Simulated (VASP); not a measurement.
# AlN (P6_3/mmc) in VASP: density of states with PBE

Aim: the density of states of AlN with PBE.

Everything below comes from runs of VASP 6.6.1. Logs are shortened: lines on timing, memory, paths and dates and some standing lists are left out, and cuts for length are marked.

## (1) The cell of the first run

It takes space group P6_3/mmc (No. 194, hexagonal). The conventional cell has a = 2.856 Å, b = 2.856 Å, c = 4.883 Å, α = 90.00°, β = 90.00°, γ = 120.00°. Al (site symmetry -3m) has 6 N at 2.05 Å and 2 Al at 2.44 Å within 2.7 Å. Within 2.7 Å of N (site symmetry -6m2) lie 6 Al at 2.05 Å.

## (2) Density of states, PBE

The input, POSCAR:

```
AlN
1.0
    2.8555865854      0.0000000000      0.0000000000
   -1.4277932927      2.4730105257      0.0000000000
    0.0000000000      0.0000000000      4.8832430316
Al N
2 2
Direct
    0.0000000000      0.0000000000      0.0000000000
    0.0000000000      0.0000000000      0.5000000000
    0.3333333333      0.6666666667      0.2500000000
    0.6666666667      0.3333333333      0.7500000000
```

The input, INCAR.step1:

```
SYSTEM = AlN
PREC = Accurate
ENCUT = 520
EDIFF = 1E-6
ISMEAR = 0
SIGMA = 0.02
LREAL = .False.
LASPH = .True.
NELM = 60
ALGO = Normal
ISIF = 2
LWAVE = .False.
LCHARG = .True.
GGA = PE
NBANDS = 16
```

The input, KPOINTS.step1:

```
Automatic mesh
0
Gamma
  12 12 6
  0 0 0
```

The input, INCAR.step2:

```
SYSTEM = AlN
PREC = Accurate
ENCUT = 520
EDIFF = 1E-6
ISMEAR = -5
SIGMA = 0.02
LREAL = .False.
LASPH = .True.
NELM = 60
ALGO = Normal
ISIF = 2
LWAVE = .False.
LCHARG = .False.
GGA = PE
LORBIT = 11
NEDOS = 1001
ICHARG = 11
```

The input, KPOINTS.step2:

```
Automatic mesh
0
Gamma
  18 18 9
  0 0 0
```

Potentials or basis: VASP PAW PBE potentials, release 64 (Al, N).

The run is started by

```
$ cat potpaw_PBE.64/Al/POTCAR potpaw_PBE.64/N/POTCAR > POTCAR
$ cp INCAR.step1 INCAR
$ cp KPOINTS.step1 KPOINTS
$ mpirun -np 1 vasp_std > vasp.out
$ cp INCAR.step2 INCAR
$ cp KPOINTS.step2 KPOINTS
$ mpirun -np 1 vasp_std > vasp.out
```

OUTCAR:

```text
SYSTEM = AlN
   PREC = Accurate
   ENCUT = 520
   EDIFF = 1E-6
   ISMEAR = -5
   LREAL = .False.
   LASPH = .True.
   NELM = 60
   ISIF = 2
   GGA = PE
   LORBIT = 11
   ICHARG = 11

 ion  position               nearest neighbor table
   1  0.000  0.000  0.000-   3 2.05   4 2.05   4 2.05   3 2.05   4 2.05   3 2.05   2 2.44   2 2.44

   2  0.000  0.000  0.500-   3 2.05   4 2.05   4 2.05   3 2.05   4 2.05   3 2.05   1 2.44   1 2.44

   3  0.333  0.667  0.250-   1 2.05   2 2.05   1 2.05   2 2.05   1 2.05   2 2.05
   4  0.667  0.333  0.750-   1 2.05   2 2.05   1 2.05   2 2.05   1 2.05   2 2.05

  LATTYP: Found a hexagonal cell.
 ALAT       =     2.8555865854
 C/A-ratio  =     1.7100665259

  Lattice vectors:

 A1 = (   2.8555865854,   0.0000000000,   0.0000000000)
 A2 = (  -1.4277932927,   2.4730105257,   0.0000000000)
 A3 = (   0.0000000000,   0.0000000000,   4.8832430316)

Analysis of symmetry for initial positions (statically):
=====================================================================
 Subroutine PRICEL returns:
 Original cell was already a primitive cell.

 Routine SETGRP: Setting up the symmetry group for a
 hexagonal supercell.

 Subroutine GETGRP returns: Found 24 space group operations
 (whereof 12 operations were pure point group operations)
 out of a pool of 24 trial point group operations.

The static configuration has the point symmetry D_3d.
 The point group associated with its full space group is D_6h.

Analysis of symmetry for dynamics (positions and initial velocities):
=====================================================================
 Subroutine PRICEL returns:
 Original cell was already a primitive cell.

 Routine SETGRP: Setting up the symmetry group for a
 hexagonal supercell.

 Subroutine GETGRP returns: Found 24 space group operations
 (whereof 12 operations were pure point group operations)
 out of a pool of 24 trial point group operations.

The dynamic configuration has the point symmetry D_3d.
 The point group associated with its full space group is D_6h.

 Subroutine INISYM returns: Found 24 space group operations
 (whereof 12 operations are pure point group operations),
 and found     1 'primitive' translations

----------------------------------------------------------------------------------------

                                     Primitive cell

  volume of cell :      34.4850

  direct lattice vectors                    reciprocal lattice vectors
     2.855586585  0.000000000  0.000000000     0.350190747  0.202182722  0.000000000
[... 109 lines left out ...]
   IALGO  =     38    algorithm
   IMIX   =      4    mixing-type and parameters
     AMIX     =   0.40;   BMIX     =  1.00
     AMIX_MAG =   1.60;   BMIX_MAG =  1.00
  volume/ion in A,a.u.               =       8.62        58.18
  Fermi-wavevector in a.u.,A,eV,Ry     =   1.267374  2.394990 21.854195  1.606238
  Thomas-Fermi vector in A             =   2.400526
   LORBIT       =     11    0 simple, 1 ext, 2 COOP (PROOUT), +10 PAW based schemes
   GGA     = PE    functional components
   LHFCALC =     F    Hartree Fock is set to
   AEXX    =    0.0000 exact exchange contribution
   IVDW    =     0    specifies the selected vdW correction
   LEPSILON=     F    determine dielectric tensor
   LRPA    =     F    only Hartree local field effects (RPA)
 non-spin polarized calculation
 Fermi weights with tetrahedron method with Bloechl corrections
  energy-cutoff  :      520.00
  volume of cell :       34.48
 maximum number of plane-waves:       943
 NGX is ok and might be reduce to    24

 number of electron      16.0000000 magnetization

 Free energy of the ion-electron system (eV)
  ---------------------------------------------------
  ext. energy  EPLUGINS =         0.00000000
  ---------------------------------------------------
  free energy    TOTEN  =       -28.45720812 eV

  energy without entropy =      -28.45720812  energy(sigma->0) =      -28.45720812

 E-fermi :   9.5059     XC(G=0): -12.0628

 val. band max:        9.4879581565   @ k =   0.0000   0.0000   0.0000
 cond. band min:      14.2166446922   @ k =   0.5000  -0.0000   0.3333
 fundamental gap:      4.7286865357
 Fermi energy:         9.5059071318

 k-point     1 :       0.0000    0.0000    0.0000
  band No.  band energies     occupation
      1      -7.8073      2.00000
      2      -4.9738      2.00000
      3       1.0416      2.00000
      4       8.6739      2.00000
      5       8.6739      2.00000
      6       8.9346      2.00000
      7       9.4880      2.00000
      8       9.4880      2.00000
      9      14.3152      0.00000
     10      15.6870      0.00000
     11      18.4237      0.00000
     12      21.6886      0.00000
[... 331 lines left out ...]
 k-point    24 :       0.3889    0.1111    0.0000
  band No.  band energies     occupation
      1      -4.7980      2.00000
      2      -3.8075      2.00000
      3       2.3049      2.00000
      4       3.7132      2.00000
      5       4.4166      2.00000
      6       6.3020      2.00000
      7       6.7172      2.00000
      8       7.7246      2.00000
      9      15.5846      0.00000
     10      16.0034      0.00000
     11      16.7994      0.00000
     12      19.3916      0.00000

 [... further k-points ...]
[... 5 lines left out ...]
  --------------------------------------------------------------------------------------
  -------------------------------------------------------------------------------------
  Total       -0.0425212     -0.0425212     -0.0842671      0.0000000      0.0000000      0.0000000
  in kB       -1.9755440     -1.9755440     -3.9150646      0.0000000      0.0000000      0.0000000
  external PRESSURE =      -2.6220508 kB  Pullay stress =       0.0000000 kB

 VOLUME and BASIS-vectors are now :
 -----------------------------------------------------------------------------
  energy-cutoff  :      520.00
  volume of cell :       34.48
      direct lattice vectors                 reciprocal lattice vectors
     2.855586585  0.000000000  0.000000000     0.350190747  0.202182722  0.000000000
    -1.427793293  2.473010526  0.000000000     0.000000000  0.404365444  0.000000000
     0.000000000  0.000000000  4.883243032     0.000000000  0.000000000  0.204781944

 POSITION                                       TOTAL-FORCE (eV/Angst)
 -----------------------------------------------------------------------------------
      0.00000      0.00000      0.00000        -0.000000      0.000000      0.000000
      0.00000      0.00000      2.44162        -0.000000      0.000000      0.000000
     -0.00000      1.64867      1.22081         0.000000     -0.000000     -0.000000
      1.42779      0.82434      3.66243        -0.000000      0.000000      0.000000
 -----------------------------------------------------------------------------------
    total drift:                               -0.000000      0.000000      0.000000

  FREE ENERGIE OF THE ION-ELECTRON SYSTEM (eV)
  ---------------------------------------------------
  free  energy   TOTEN  =       -28.4572081222 eV

  energy  without entropy=      -28.4572081222  energy(sigma->0) =      -28.45720812

 total charge

# of ion       s       p       d       tot
------------------------------------------
    1        0.324   0.407   0.000   0.731
    2        0.324   0.407   0.000   0.731
    3        1.219   2.606   0.000   3.825
    4        1.219   2.606   0.000   3.825
--------------------------------------------------
tot          3.085   6.025   0.000   9.111
```

Wall time 38 s (1 thread of Intel Xeon 6975P-C, shared host); peak memory 0.19 GiB.

What came out:

| Item | Value |
| --- | --- |
| Valence electrons inside the program's atomic spheres | Al 0.73; N 3.83 |

Levels at points of the mesh, in eV from the valence-band top:
| k point | band 4 | band 5 | band 6 | band 7 | band 8 | band 9 | band 10 | band 11 | band 12 |
| --- | --- | --- | --- | --- | --- | --- | --- | --- | --- |
| (0.00, 0.00, 0.00) | -0.81 | -0.81 | -0.55 | 0.00 | 0.00 | 4.83 | 6.20 | 8.94 | 12.20 |
| (0.50, 0.00, 0.00) | -6.08 | -4.94 | -3.00 | -2.50 | -1.05 | 5.33 | 6.17 | 6.46 | 10.64 |
